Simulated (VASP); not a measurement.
# SiO2: single point with r2SCAN

SiO2:

```
Si O
1.0
     6.87827    0.00000    0.00000
     0.00000    6.87827    0.00000
     0.00000    0.00000    6.87827
Si O
8 16
Direct
  0.29562 0.29562 0.29562
  0.20438 0.70438 0.79562
  0.79562 0.20438 0.70438
  0.70438 0.79562 0.20438
  0.02735 0.02735 0.02735
  0.47265 0.97265 0.52735
  0.52735 0.47265 0.97265
  0.97265 0.52735 0.47265
  0.16112 0.16112 0.16112
  0.33888 0.83888 0.66112
  0.66112 0.33888 0.83888
  0.83888 0.66112 0.33888
  0.63661 0.67620 0.01444
  0.86339 0.32380 0.51444
  0.13661 0.82380 0.98556
  0.36339 0.17620 0.48556
  0.01444 0.63661 0.67620
  0.51444 0.86339 0.32380
  0.98556 0.13661 0.82380
  0.48556 0.36339 0.17620
  0.67620 0.01444 0.63661
  0.32380 0.51444 0.86339
  0.82380 0.98556 0.13661
  0.17620 0.48556 0.36339
```

| Quantity | Value |
| --- | --- |
| Program | VASP 6.6.1 |
| Task | single point |
| Functional | r2SCAN |
| Potentials or basis | VASP PAW PBE potentials, release 64 (Si, O) |
| Cutoff | 520 eV |
| k mesh | 4 × 4 × 4 |
| Occupations | gaussian, width 0.02 eV |
| Spin | no spin polarisation |

```yaml
Pressure: 2.0 GPa
Largest_force: 0.066 eV/Å
Band_gap_on_the_k_mesh: 6.64 eV (least direct gap 6.66 eV)
```

Forces on the atoms (eV/Å):
```
Si   0.002  0.002  0.002
Si  -0.002 -0.002  0.002
Si   0.002 -0.002 -0.002
Si  -0.002  0.002 -0.002
Si   0.038  0.038  0.038
Si  -0.038 -0.038  0.038
Si   0.038 -0.038 -0.038
Si  -0.038  0.038 -0.038
O    0.005  0.005  0.005
O   -0.005 -0.005  0.005
O    0.005 -0.005 -0.005
O   -0.005  0.005 -0.005
O   -0.005  0.003  0.000
O    0.005 -0.003  0.000
O   -0.005 -0.003  0.000
O    0.005  0.003  0.000
O    0.000 -0.005  0.003
O    0.000  0.005 -0.003
O    0.000 -0.005 -0.003
O    0.000  0.005  0.003
O    0.003  0.000 -0.005
O   -0.003  0.000  0.005
O   -0.003  0.000 -0.005
O    0.003  0.000  0.005
```

Levels at points of the mesh, in eV from the valence-band top:
| k point | band 60 | band 61 | band 62 | band 63 | band 64 | band 65 | band 66 | band 67 | band 68 | band 69 |
| --- | --- | --- | --- | --- | --- | --- | --- | --- | --- | --- |
| (0.00, 0.00, 0.00) | -0.27 | -0.27 | -0.02 | -0.02 | -0.02 | 6.64 | 9.76 | 9.76 | 9.76 | 10.04 |
| (0.50, 0.00, 0.00) | -0.37 | -0.17 | -0.17 | -0.14 | -0.14 | 7.93 | 7.93 | 9.87 | 9.87 | 10.21 |
| (0.50, 0.50, 0.00) | -0.42 | -0.22 | -0.22 | -0.08 | -0.08 | 8.80 | 8.80 | 8.88 | 8.88 | 9.99 |
| (0.50, 0.50, 0.50) | -0.57 | 0.00 | 0.00 | 0.00 | 0.00 | 9.24 | 9.24 | 9.24 | 9.24 | 9.67 |

Wall time 14 min on 1 thread of AMD EPYC 9R45 96-Core Processor (Zen 5) (shared host), peak memory 0.49 GiB.

Caveat: the PAW data sets were made with another functional, which shifts forces and pressure a little. A k mesh can miss the band edges.
